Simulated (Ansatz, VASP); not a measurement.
Sb: VASP beside Ansatz

```xyz
1
Lattice="3.1038 0.0000 0.0000 0.0000 3.1038 0.0000 0.0000 0.0000 3.1038" Properties=species:S:1:pos:R:3 pbc="T T T"
Sb    0.0000    0.0000    0.0000
```

Change from the starting cell: volume scaled by 1.02, PAW files.

Alike in both runs: task electric field gradients; functional PBEsol; k mesh 12 × 12 × 12; occupations fermi-dirac, width 0.05 eV; no spin polarisation.

|  | VASP | Ansatz |
| --- | --- | --- |
| version | VASP 6.6.1 | Ansatz 0.2.0 |
| potentials or method | VASP PAW PBE potentials, release 64 (Sb) | PAW with Ansatz's default frozen-core files, scalar-relativistic |
| plane-wave cutoff (eV) | 520 | 420 |
| valence electrons in the cell | 5 | 15 |

|  | VASP | Ansatz | Ansatz less VASP |
| --- | --- | --- | --- |
| pressure (GPa) | -2.2 | -2.3 | -0.08 |

VASP's potentials were made for PBE, not for PBEsol. VASP's potentials hold 5 valence electrons a cell and Ansatz's 15, so a difference there can come from the potentials and not from the codes.

Neither program's run includes spin-orbit coupling.
